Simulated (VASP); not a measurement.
# PbSe: single point with r2SCAN

The system is PbSe.

```
Pb Se
1.0
     0.00000    6.53869    3.07367
     3.07367    0.00000    3.07367
     3.07367    6.53869    0.00000
Pb Se
2 2
Direct
  0.13243 0.85063 0.14937
  0.85063 0.13243 0.86757
  0.63731 0.34564 0.65436
  0.34564 0.63731 0.36269
```

| Item | Value |
| --- | --- |
| Program | VASP 6.6.1 |
| Task | single point |
| Functional | r2SCAN |
| Potentials or basis | VASP PAW PBE potentials, release 64 (Pb_d, Se) |
| Cutoff | 520 eV |
| k mesh | 6 × 6 × 6 |
| Occupations | gaussian, width 0.01 eV |
| Spin | no spin polarisation |
| Dipole correction | no |
| Further INCAR settings | ALGO = Normal; EDIFF = 1e-06; NBANDS = 28 |

```json
{
  "Pressure": "0.9 GPa",
  "Largest force": "0.005 eV/Å",
  "Band gap on the k mesh": "0.82 eV (least direct gap 1.46 eV)"
}
```

Forces on the atoms (eV/Å):
```
Pb   0.000  0.001  0.000
Pb   0.000 -0.001  0.000
Se   0.000  0.005  0.000
Se   0.000 -0.005  0.000
```

Levels at points of the mesh, in eV from the valence-band top:
```tsv
k point	band 17	band 18	band 19	band 20	band 21	band 22	band 23	band 24
(0.00, 0.00, 0.00)	-2.77	-1.88	-1.88	0.00	4.26	4.74	4.74	4.88
(0.50, 0.00, 0.00)	-1.37	-1.24	-0.60	-0.21	1.47	1.99	2.31	2.77
(0.50, 0.50, 0.00)	-3.39	-3.02	-2.45	-1.06	2.65	4.52	4.89	6.02
(0.00, 0.50, 0.50)	-3.39	-3.02	-2.45	-1.06	2.65	4.52	4.89	6.02
(0.50, 0.00, 0.50)	-2.53	-1.63	-1.63	-1.16	0.82	4.50	5.39	5.39
```

Wall time 22 min on 1 thread of Intel Xeon 8259CL, on a shared host, peak memory 0.42 GiB.

Caveat: the PAW data sets were made with another functional, which shifts forces and pressure a little; spin-orbit coupling is left out, which moves the levels of the heavy elements. A k mesh can miss the band edges.
